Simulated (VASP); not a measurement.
# Fe (P6_3/mmc) in VASP: a series of runs

Runs on Fe. Level: LDA. Tasks: relaxation of cell and atoms, single point.

Everything below comes from runs of VASP 6.6.1. Logs are shortened: lines on timing, memory, paths and dates and some standing lists are left out, and cuts for length are marked.

## (1) The cell of the first run

Symmetry: P6_3/mmc, No. 194, hexagonal system. The conventional cell has a = 2.378 Å, b = 2.378 Å, c = 3.853 Å, α = 90.00°, β = 90.00°, γ = 120.00°. Within 3.1 Å of Fe (site symmetry -6m2) lie 12 Fe at 2.37 to 2.38 Å.

This isn't the form of Fe at room conditions, which is bcc.

## (2) Relaxation of cell and atoms, LDA, collinear spin, ferromagnetic start, target pressure 31 GPa, at which the enthalpy is minimised

INCAR reads:

```
SYSTEM = Fe
PREC = Accurate ; ENCUT = 600
EDIFF = 1E-7 ; ISMEAR = -1
SIGMA = 0.05 ; LREAL = .FALSE.
LASPH = .TRUE. ; NELM = 150
ALGO = Normal ; ISIF = 3
LWAVE = .FALSE. ; LCHARG = .FALSE.
ISPIN = 2 ; MAGMOM = 2.5 2.5
LORBIT = 11 ; LMAXMIX = 4
GGA = CA ; IBRION = 2
NSW = 60 ; EDIFFG = -0.005
PSTRESS = 310.0
```

KPOINTS reads:

```
Automatic mesh
0
G
  18 18 10
  0 0 0
```

POSCAR reads:

```
Fe
1.0
    2.3782862207      0.0000000000      0.0000000000
   -1.1891431103      2.0596562846      0.0000000000
    0.0000000000      0.0000000000      3.8528236775
Fe
2
Direct
    0.3333333333      0.6666666667      0.2500000000
    0.6666666667      0.3333333333      0.7500000000
```

Potentials or basis: VASP PAW LDA potentials, release 64 (Fe).

Launch:

```
> cat potpaw_LDA.64/Fe/POTCAR > POTCAR
> mpirun -np 1 vasp_std > vasp.out
```

OUTCAR:

```text
SYSTEM = Fe
   PREC = Accurate
   ENCUT = 600
   EDIFF = 1E-7
   ISMEAR = -1
   LREAL = .FALSE.
   LASPH = .TRUE.
   NELM = 150
   ISIF = 3
   ISPIN = 2
   LORBIT = 11
   GGA = CA
   IBRION = 2
   NSW = 60
   EDIFFG = -0.005
   PSTRESS = 310.0

 ion  position               nearest neighbor table
   1  0.333  0.667  0.250-   2 2.37   2 2.37   2 2.37   2 2.37   2 2.37   2 2.37
   2  0.667  0.333  0.750-   1 2.37   1 2.37   1 2.37   1 2.37   1 2.37   1 2.37

  LATTYP: Found a hexagonal cell.
 ALAT       =     2.3782862207
 C/A-ratio  =     1.6200000000

  Lattice vectors:

 A1 = (   2.3782862207,   0.0000000000,   0.0000000000)
 A2 = (  -1.1891431103,   2.0596562846,   0.0000000000)
 A3 = (   0.0000000000,   0.0000000000,   3.8528236775)

Analysis of symmetry for initial positions (statically):
=====================================================================
 Subroutine PRICEL returns:
 Original cell was already a primitive cell.

 Routine SETGRP: Setting up the symmetry group for a
 hexagonal supercell.

 Subroutine GETGRP returns: Found 24 space group operations
 (whereof 12 operations were pure point group operations)
 out of a pool of 24 trial point group operations.

The static configuration has the point symmetry D_3d.
 The point group associated with its full space group is D_6h.

Analysis of symmetry for dynamics (positions and initial velocities):
=====================================================================
 Subroutine PRICEL returns:
 Original cell was already a primitive cell.

 Routine SETGRP: Setting up the symmetry group for a
 hexagonal supercell.

 Subroutine GETGRP returns: Found 24 space group operations
 (whereof 12 operations were pure point group operations)
 out of a pool of 24 trial point group operations.

The dynamic configuration has the point symmetry D_3d.
 The point group associated with its full space group is D_6h.

Analysis of structural, dynamic, and magnetic symmetry:
=====================================================================
 Subroutine PRICEL returns:
 Original cell was already a primitive cell.

 Routine SETGRP: Setting up the symmetry group for a
 hexagonal supercell.

 Subroutine GETGRP returns: Found 24 space group operations
 (whereof 12 operations were pure point group operations)
 out of a pool of 24 trial point group operations.

The overall configuration has the point symmetry D_3d.
 The point group associated with its full space group is D_6h.

 Subroutine INISYM returns: Found 24 space group operations
[... 119 lines left out ...]
  Fermi-wavevector in a.u.,A,eV,Ry     =   1.549419  2.927977 32.663488  2.400699
  Thomas-Fermi vector in A             =   2.654228
   LORBIT       =     11    0 simple, 1 ext, 2 COOP (PROOUT), +10 PAW based schemes
   GGA     = CA    functional components
   LHFCALC =     F    Hartree Fock is set to
   AEXX    =    0.0000 exact exchange contribution
   IVDW    =     0    specifies the selected vdW correction
   LEPSILON=     F    determine dielectric tensor
   LRPA    =     F    only Hartree local field effects (RPA)
 conjugate gradient relaxation of ions
 spin polarized calculation
  energy-cutoff  :      600.00
  volume of cell :       18.87
 maximum number of plane-waves:       651
 NGX is ok and might be reduce to    20
   NGX =  9   NGY =  9   NGZ = 15

--------------------------------------- Ionic step        1  -------------------------------------------

 number of electron      15.9999999 magnetization       0.0003440

 number of electron      15.9999999 magnetization      -0.0000837

 Free energy of the ion-electron system (eV)
  ---------------------------------------------------
  ext. energy  EPLUGINS =         0.00000000
  ---------------------------------------------------
  free energy    TOTEN  =       -18.81636305 eV

  energy without entropy =      -18.79641689  energy(sigma->0) =      -18.80638997

------------------------ aborting loop because EDIFF is reached ----------------------------------------

  FORCE on cell =-STRESS in cart. coord.  units (eV):
  Direction    XX          YY          ZZ          XY          YZ          ZX
  --------------------------------------------------------------------------------------
  -------------------------------------------------------------------------------------
  Total        0.9270733      0.9270733     -0.5296104      0.0000000      0.0000000      0.0000000
  in kB       78.7021555     78.7021555    -44.9602900      0.0000000      0.0000000      0.0000000
  external PRESSURE =    -272.5186596 kB  Pullay stress =     310.0000000 kB
[... 27 lines left out ...]
 number of electron      15.9999998 magnetization      -0.0000033

 number of electron      15.9999998 magnetization       0.0000018

 E-fermi :  11.1428     XC(G=0): -16.0114

 val. band max:       11.1398634791   @ k =   0.2778   0.1667   0.2000
 cond. band min:      11.1446086586   @ k =   0.3889   0.2222   0.3000
 fundamental gap:      0.0047451795
 Fermi energy:        11.1427603589

 spin component 1

 k-point     1 :       0.0000    0.0000    0.0000
  band No.  band energies     occupation
      1       0.4730      1.00000
      2       3.8476      1.00000
      3       8.4287      1.00000
      4       8.4287      1.00000
      5       8.8175      1.00000
      6       9.2437      1.00000
      7       9.2437      1.00000
      8       9.6791      1.00000
      9       9.6791      1.00000
     10      12.2696      0.00000
     11      12.2696      0.00000
     12      12.4114      0.00000
[... 1132 lines left out ...]
 number of electron      16.0000004 magnetization      -0.0000004

 number of electron      16.0000004 magnetization       0.0000006

 Free energy of the ion-electron system (eV)
  ---------------------------------------------------
  ext. energy  EPLUGINS =         0.00000000
  ---------------------------------------------------
  free energy    TOTEN  =       -18.70637132 eV

  energy without entropy =      -18.68685545  energy(sigma->0) =      -18.69661339

 E-fermi :   8.5113     XC(G=0): -14.9097

 val. band max:        8.5111950536   @ k =   0.3889   0.0000   0.3000
 cond. band min:       8.5121417679   @ k =   0.3333   0.1667   0.3000
 fundamental gap:      0.0009467143
 Fermi energy:         8.5112612409

 spin component 1

 k-point     1 :       0.0000    0.0000    0.0000
  band No.  band energies     occupation
      1      -1.1585      1.00000
      2       2.6565      1.00000
      3       6.4635      1.00000
      4       6.4635      1.00000
      5       6.6073      1.00000
      6       7.0434      1.00000
      7       7.0434      1.00000
      8       7.4877      1.00000
      9       7.4877      1.00000
     10       9.1904      0.00000
     11       9.3968      0.00000
     12       9.3968      0.00000
[... 886 lines left out ...]
  energy  without entropy=      -18.6868554502  energy(sigma->0) =      -18.69661339

  enthalpy is  TOTEN    =       -15.2817279776 eV   P V=        3.4246433448

 reached required accuracy - stopping structural energy minimisation

 total charge

# of ion       s       p       d       tot
------------------------------------------
    1        0.613   0.790   6.522   7.925
    2        0.613   0.790   6.522   7.925
--------------------------------------------------
tot          1.226   1.579  13.044  15.850

 magnetization (x)

# of ion       s       p       d       tot
------------------------------------------
    1       -0.000  -0.000  -0.000  -0.000
    2       -0.000  -0.000  -0.000  -0.000
--------------------------------------------------
tot         -0.000  -0.000  -0.000  -0.000
```

OSZICAR:

```text
N       E                     dE             d eps       ncg     rms          rms(c)
DAV:   1     0.823586542634E+02    0.82359E+02   -0.80150E+03 13736   0.164E+03
DAV:   2    -0.181958913563E+02   -0.10055E+03   -0.91470E+02 13320   0.259E+02
DAV:   3    -0.205525134057E+02   -0.23566E+01   -0.22610E+01 16358   0.588E+01
[... 75 lines left out ...]
       N       E                     dE             d eps       ncg     rms          rms(c)
DAV:   1    -0.187065502827E+02    0.38357E-02   -0.31958E-03 13572   0.118E+00    0.122E-01
DAV:   2    -0.187063881824E+02    0.16210E-03   -0.53537E-04 15343   0.556E-01    0.189E-02
DAV:   3    -0.187063752594E+02    0.12923E-04   -0.27730E-05 15994   0.118E-01    0.129E-02
DAV:   4    -0.187063712931E+02    0.39662E-05   -0.27760E-06 16594   0.186E-02    0.135E-03
DAV:   5    -0.187063713224E+02   -0.29250E-07   -0.98191E-08 11367   0.402E-03
   9 F= -.15281728E+02 E0= -.15271970E+02  d E =-.872629E-05  mag=    -0.0000
```

Wall time 5.8 min (1 thread of AMD EPYC 9R45 (Zen 5), shared host); peak memory 0.2 GiB.

What came out:

* Free energy: -18.7064 eV
* Relaxed volume: 8.85 Å³/atom
* Relaxed cell: a = 2.345 Å, b = 2.345 Å, c = 3.716 Å, α = 90.00°, β = 90.00°, γ = 120.00°
* Space group after relaxing (to 0.1 Å): P6_3/mmc (No. 194)
* Energy change on relaxing (the run minimises the enthalpy): +55.0 meV/atom
* Ionic steps: 9
* Pressure after relaxing: 31.0 GPa
* Band gap on the k mesh: zero (filled and empty bands overlap)
* Net moment: 0.00 μB per cell
* Valence electrons inside the program's atomic spheres: Fe 7.92

Step by step:
```csv
step,energy change (eV),largest force (eV/Å),pressure (GPa),volume (Å³)
1,0.0000,0.0000,3.75,18.87
2,1.6537,0.0000,157.44,14.81
3,0.1034,0.0000,29.43,17.75
4,0.1158,0.0000,31.24,17.69
5,0.1203,0.0000,31.91,17.66
6,0.1105,0.0000,31.02,17.70
7,0.1120,0.0000,31.28,17.69
8,0.1060,0.0000,30.41,17.72
9,0.1100,0.0000,31.00,17.70
```

Final structure:
```
Fe
1.0
     2.34516    0.00000    0.00000
    -1.17258    2.03097    0.00000
     0.00000    0.00000    3.71611
Fe
2
Cartesian
  0.0000 1.3540 0.9290
  1.1726 0.6770 2.7871
```

Levels at points of the mesh, in eV from the Fermi level:
Spin up:
| k point | band 5 | band 6 | band 7 | band 8 | band 9 | band 10 | band 11 | band 12 |
| --- | --- | --- | --- | --- | --- | --- | --- | --- |
| (0.00, 0.00, 0.00) | -1.90 | -1.47 | -1.47 | -1.02 | -1.02 | 0.68 | 0.89 | 0.89 |
| (0.50, 0.00, 0.00) | -2.28 | -1.84 | -1.30 | 1.03 | 1.31 | 1.35 | 3.26 | 5.77 |
| (0.00, 0.00, 0.50) | -2.18 | -2.18 | -2.18 | -2.18 | 0.41 | 0.41 | 0.41 | 0.41 |
| (0.50, 0.00, 0.50) | -0.79 | -0.79 | 0.18 | 0.18 | 1.20 | 1.20 | 2.95 | 2.95 |
Spin down:
```tsv
k point	band 5	band 6	band 7	band 8	band 9	band 10	band 11	band 12
(0.00, 0.00, 0.00)	-1.90	-1.47	-1.47	-1.02	-1.02	0.68	0.89	0.89
(0.50, 0.00, 0.00)	-2.28	-1.84	-1.30	1.03	1.31	1.35	3.26	5.77
(0.00, 0.00, 0.50)	-2.18	-2.18	-2.18	-2.18	0.41	0.41	0.41	0.41
(0.50, 0.00, 0.50)	-0.79	-0.79	0.18	0.18	1.20	1.20	2.95	2.95
```

Caveat: the cell is relaxed towards a set pressure, so the run minimises the enthalpy, not the energy.

[end of part 1 of 2]
